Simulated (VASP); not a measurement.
Set up this calculation in VASP 6.6.1, as the native input.

| Quantity | Value |
| --- | --- |
| Task | single point |
| Functional | PBEsol |
| Potentials or basis | VASP PAW PBE potentials, release 64 (Al, N) |
| Cutoff | 600 eV |
| k mesh | 6 × 6 × 6 |
| Occupations | gaussian, width 0.02 eV |
| Spin | no spin polarisation |
| Dipole correction | no |
| Further INCAR settings | ALGO = Normal; EDIFF = 1e-06; NBANDS = 11 |

The structure of AlN (series) lies in POSCAR:

```
AlN
1.0
    0.0000000000      2.0345180000      2.0345180000
    2.0345180000      0.0000000000      2.0345180000
    2.0345180000      2.0345180000      0.0000000000
Al N
1 1
Direct
    0.5000000000      0.5000000000      0.5000000000
    0.0000000000      0.0000000000      0.0000000000
```

The input as run:

INCAR

```
PREC = Accurate
ENCUT = 600
EDIFF = 1E-6
ISMEAR = 0
SIGMA = 0.02
LREAL = F
LASPH = T
NELM = 120
ALGO = Normal
ISIF = 2
LWAVE = F
LCHARG = T
GGA = PS
LELF = T
LVHAR = T
NBANDS = 11
GGA_COMPAT = F
```

KPOINTS

```
regular mesh
0
Gamma
  6 6 6
```

Potentials or basis: VASP PAW PBE potentials, release 64 (Al, N).

The run is started by

```sh
$ cat potpaw_PBE.64/Al/POTCAR potpaw_PBE.64/N/POTCAR > POTCAR
$ mpirun -np 1 vasp_std > vasp.out
```

It gave:

```
Pressure               : -4.7 GPa
Band gap on the k mesh : 4.37 eV, indirect (least direct gap 5.40 eV)
```

Caveat: the k points lie up to 0.45 Å⁻¹ apart; the PAW data sets were made with another functional, which shifts forces and pressure a little.

It took 5.2 s on 1 thread of Intel Xeon 8259CL (shared host), peak memory 0.13 GiB.
